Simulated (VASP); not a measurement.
# Au (Fm-3m) in VASP: settings compared, part 2 of 3

VASP 6.6.1. The steps go on from the part before.

## Step 4: Single point, PBE0

This run uses another cell than the first one, of 16.18 Å³/atom.

File POSCAR:

```
Au
1.0
    0.0000000000      2.0074966285      2.0074966285
    2.0074966285      0.0000000000      2.0074966285
    2.0074966285      2.0074966285      0.0000000000
Au
1
Direct
    0.0000000000      0.0000000000      0.0000000000
```

File INCAR.step1:

```
PREC     = Accurate       # precision mode
ENCUT    = 520            # plane-wave cutoff, eV
EDIFF    = 1E-5           # SCF threshold, eV
ISMEAR   = -1             # smearing method
SIGMA    = 0.05           # smearing width, eV
LREAL    = F              # projectors in reciprocal space
LASPH    = T              # aspherical terms in the spheres
NELM     = 80             # most SCF steps
ALGO     = Normal         # electronic algorithm
ISIF     = 2              # what is computed and relaxed
LWAVE    = T              # write WAVECAR
NBANDS   = 12             # bands
GGA      = PE             # functional
```

File INCAR.step2:

```
PREC     = Accurate       # precision mode
ENCUT    = 520            # plane-wave cutoff, eV
EDIFF    = 1E-6           # SCF threshold, eV
ISMEAR   = -1             # smearing method
SIGMA    = 0.05           # smearing width, eV
LREAL    = F              # projectors in reciprocal space
LASPH    = T              # aspherical terms in the spheres
NELM     = 80             # most SCF steps
ALGO     = Normal         # electronic algorithm
ISIF     = 2              # what is computed and relaxed
LWAVE    = F              # write WAVECAR
LCHARG   = T              # write CHGCAR
GGA      = PE             # functional
LHFCALC  = T              # exact exchange
AEXX     = 0.25           # exact-exchange fraction
PRECFOCK = Normal       
LELF     = T              # ELF
LVHAR    = T            
NBANDS   = 12             # bands
ISTART   = 1
```

File KPOINTS:

```
regular mesh
0
Gamma
  6 6 6
```

Potentials or basis: VASP PAW PBE potentials, release 64 (Au).

Command:

```sh
> cat potpaw_PBE.64/Au/POTCAR > POTCAR
> cp INCAR.step1 INCAR
> mpirun -np 1 vasp_std > vasp.out
> cp INCAR.step2 INCAR
> mpirun -np 1 vasp_std > vasp.out
```

OUTCAR:

```text
PREC = Accurate
   ENCUT = 520
   EDIFF = 1E-6
   ISMEAR = -1
   LREAL = F
   LASPH = T
   NELM = 80
   ISIF = 2
   GGA = PE
   LHFCALC = T
   AEXX = 0.25
   PRECFOCK = Normal
   ISTART = 1

 ion  position               nearest neighbor table
   1  0.000  0.000  0.000-

  LATTYP: Found a face centered cubic cell.
 ALAT       =     4.0149932570

  Lattice vectors:

 A1 = (   0.0000000000,   2.0074966285,   2.0074966285)
 A2 = (   2.0074966285,   0.0000000000,   2.0074966285)
 A3 = (   2.0074966285,   2.0074966285,   0.0000000000)

Analysis of symmetry for initial positions (statically):
=====================================================================
 Subroutine PRICEL returns:
 Original cell was already a primitive cell.

 Routine SETGRP: Setting up the symmetry group for a
 face centered cubic supercell.

 Subroutine GETGRP returns: Found 48 space group operations
 (whereof 48 operations were pure point group operations)
 out of a pool of 48 trial point group operations.

The static configuration has the point symmetry O_h .

Analysis of symmetry for dynamics (positions and initial velocities):
=====================================================================
 Subroutine PRICEL returns:
 Original cell was already a primitive cell.

 Routine SETGRP: Setting up the symmetry group for a
 face centered cubic supercell.

 Subroutine GETGRP returns: Found 48 space group operations
 (whereof 48 operations were pure point group operations)
 out of a pool of 48 trial point group operations.

The dynamic configuration has the point symmetry O_h .

 Subroutine INISYM returns: Found 48 space group operations
 (whereof 48 operations are pure point group operations),
 and found     1 'primitive' translations

[... 114 lines left out ...]
   NKREDZ  =     1    reduce k-point grid by
   AEXX    =    0.2500 exact exchange contribution
   HFSCREEN=    0.0000 screening length (either q_TF or 0.3 A-1)
   HFSCREENC=   0.0000 screening length for correlation (either q_TF or 0.3 A-1)
   ENCUTFOCK=  -1.0 apply spherical cutoff to Coloumb kernel
   IVDW    =     0    specifies the selected vdW correction
   LEPSILON=     F    determine dielectric tensor
   LRPA    =     F    only Hartree local field effects (RPA)
 non-spin polarized calculation
  energy-cutoff  :      520.00
  volume of cell :       16.18
 maximum number of plane-waves:       444
 NGX is ok and might be reduce to    24
  NGX = 16; NGY = 16; NGZ = 16

 number of electron      11.0000000 magnetization

 Free energy of the ion-electron system (eV)
  ---------------------------------------------------
  ext. energy  EPLUGINS =         0.00000000
  ---------------------------------------------------
  free energy    TOTEN  =        -3.47321650 eV

  energy without entropy =       -3.46586478  energy(sigma->0) =       -3.46954064

 E-fermi :   9.8330     XC(G=0): -10.1964

 val. band max:        9.8074688533   @ k =   0.5000   0.3333   0.1667
 cond. band min:      11.0671749405   @ k =   0.5000   0.1667   0.0000
 fundamental gap:      1.2597060872
 Fermi energy:         9.8330117336

 k-point     1 :       0.0000    0.0000    0.0000
  band No.  band energies     occupation
      1      -1.7983      2.00000
      2       3.5917      2.00000
      3       3.5917      2.00000
      4       3.5917      2.00000
      5       5.3238      2.00000
      6       5.3238      2.00000
      7      25.9643      0.00000
      8      30.4755      0.00000
      9      30.4755      0.00000
     10      30.4755      0.00000
     11      35.4303      0.00000
     12      41.1123      0.00000
[... 211 lines left out ...]
 k-point    16 :      -0.3333    0.5000    0.1667
  band No.  band energies     occupation
      1       1.6930      2.00000
      2       2.0536      2.00000
      3       4.5350      2.00000
      4       5.7012      2.00000
      5       7.2844      2.00000
      6      15.2357      0.00000
      7      16.7692      0.00000
      8      19.7400      0.00000
      9      21.1500      0.00000
     10      33.3513      0.00000
     11      34.1447      0.00000
     12      37.2285      0.00000

------------------------ aborting loop because EDIFF is reached ----------------------------------------

  FORCE on cell =-STRESS in cart. coord.  units (eV):
  Direction    XX          YY          ZZ          XY          YZ          ZX
  --------------------------------------------------------------------------------------
  -------------------------------------------------------------------------------------
  Total        1.7624857      1.7624857      1.7624857      0.0000000      0.0000000     -0.0000000
  in kB      174.5185969    174.5185969    174.5185969      0.0000000      0.0000000     -0.0000000
  external PRESSURE =     174.5185969 kB  Pullay stress =       0.0000000 kB

 VOLUME and BASIS-vectors are now :
 -----------------------------------------------------------------------------
  energy-cutoff  :      520.00
  volume of cell :       16.18
      direct lattice vectors                 reciprocal lattice vectors
     0.000000000  2.007496629  2.007496629    -0.249066421  0.249066421  0.249066421
     2.007496629  0.000000000  2.007496629     0.249066421 -0.249066421  0.249066421
     2.007496629  2.007496629  0.000000000     0.249066421  0.249066421 -0.249066421

 POSITION                                       TOTAL-FORCE (eV/Angst)
 -----------------------------------------------------------------------------------
      0.00000      0.00000      0.00000         0.000000      0.000000      0.000000
 -----------------------------------------------------------------------------------
    total drift:                               -0.000000     -0.000000     -0.000000

  FREE ENERGIE OF THE ION-ELECTRON SYSTEM (eV)
  ---------------------------------------------------
  free  energy   TOTEN  =        -3.4732165024 eV

  energy  without entropy=       -3.4658647762  energy(sigma->0) =       -3.46954064
```

OSZICAR.step1:

```text
N       E                     dE             d eps       ncg     rms          rms(c)
DAV:   1     0.526243492468E+02    0.52624E+02   -0.55100E+03   392   0.804E+02
DAV:   2    -0.239026848820E+01   -0.55015E+02   -0.51458E+02   464   0.191E+02
DAV:   3    -0.330419972017E+01   -0.91393E+00   -0.91314E+00   456   0.234E+01
DAV:   4    -0.330667260941E+01   -0.24729E-02   -0.24728E-02   460   0.147E+00
DAV:   5    -0.330668830584E+01   -0.15696E-04   -0.15696E-04   464   0.109E-01    0.114E+01
DAV:   6    -0.307342088741E+01    0.23327E+00   -0.55703E-01   436   0.617E+00    0.701E+00
DAV:   7    -0.304962255416E+01    0.23798E-01   -0.86094E-02   452   0.242E+00    0.282E+00
DAV:   8    -0.304708266164E+01    0.25399E-02   -0.33349E-03   428   0.504E-01    0.274E-01
DAV:   9    -0.304707004521E+01    0.12616E-04   -0.14114E-05   440   0.341E-02    0.148E-02
DAV:  10    -0.304707482892E+01   -0.47837E-05   -0.20337E-06   264   0.131E-02
   1 F= -.30470748E+01 E0= -.30432436E+01  d E =-.766248E-02
```

Wall time 3.1 min (1 thread of Intel Xeon 6975P-C (Granite Rapids), shared host); peak memory 0.16 GiB.

Results:

* Free energy: -3.4732 eV
* Pressure: 17.5 GPa
* Band gap on the k mesh: zero (an odd number of electrons rules out a gap without spin polarisation)

Caveat: the k points lie up to 0.45 Å⁻¹ apart, too coarse for converged energies and pressures of a metal; the PAW data sets were made with another functional, which shifts forces and pressure a little; spin-orbit coupling is left out, which moves the levels of the heavy elements.

[end of part 2 of 3]

The gap in the log of VASP goes by the Fermi energy; the results here count the filled bands.